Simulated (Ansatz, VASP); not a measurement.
# Two plane-wave programs on Hf

File INCAR:

```
SYSTEM = Hf
PREC = Accurate ; ENCUT = 520
EDIFF = 1E-6 ; ISMEAR = -1
SIGMA = 0.1 ; LREAL = .FALSE.
LASPH = .TRUE. ; NELM = 80
ALGO = Normal ; ISIF = 2
LWAVE = .FALSE. ; LCHARG = .FALSE.
GGA = PS ; NBANDS = 11
```

The input KPOINTS:

```
regular mesh
0
G
  14 14 14
  0 0 0
```

POSCAR

```
Hf
1.0
   -1.6982123654      1.6982123654      1.6982123654
    1.6982123654     -1.6982123654      1.6982123654
    1.6982123654      1.6982123654     -1.6982123654
Hf
1
Direct
    0.0000000000      0.0000000000      0.0000000000
```

Input for Ansatz:

```yaml
crystal:
  lattice:
    - [-1.6982123654, 1.6982123654, 1.6982123654]
    - [1.6982123654, -1.6982123654, 1.6982123654]
    - [1.6982123654, 1.6982123654, -1.6982123654]
  atoms:
    - { symbol: Hf, position: [0.0, 0.0, 0.0] }
hamiltonian:
  xc: pbesol
  pseudopotentials:
    kind: paw
    azcp:
      Hf: "pseudopotentials/Hf.paw.azcp"
basis:
  ecutwfc: 420
  fft_grid_basis: typed
kpoints:
  mp_grid: { grid: [14, 14, 14], shift: [0, 0, 0] }
magnetization:
  spin_polarized: false
scf:
  occupations: { method: fermi_dirac, width: 0.1 }
  lower_state_search: "off"
output:
  stress: true
```

Alike in both runs: task single point; functional PBEsol; k mesh 14 × 14 × 14; occupations fermi-dirac, width 0.1 eV; no spin polarisation.

|  | VASP | Ansatz |
| --- | --- | --- |
| version | VASP 6.6.1 | Ansatz 0.2.0 |
| potentials or method | VASP PAW PBE potentials, release 64 (Hf_pv), cutoff 520 eV | plane waves (420 eV) with PAW, scalar-relativistic |
| valence electrons in the cell | 10 | 26 |

```csv
,VASP,Ansatz,Ansatz less VASP
pressure (GPa),10.0,10.2,+0.21
```

VASP's potentials were made for PBE, not for PBEsol, and Ansatz warns of the same on its side. The functional is the same, so the differences come from potentials, cutoffs and numerics. VASP's potentials hold 10 valence electrons a cell and Ansatz's 26, so a difference there can come from the potentials and not from the codes.

Neither program's run includes spin-orbit coupling.
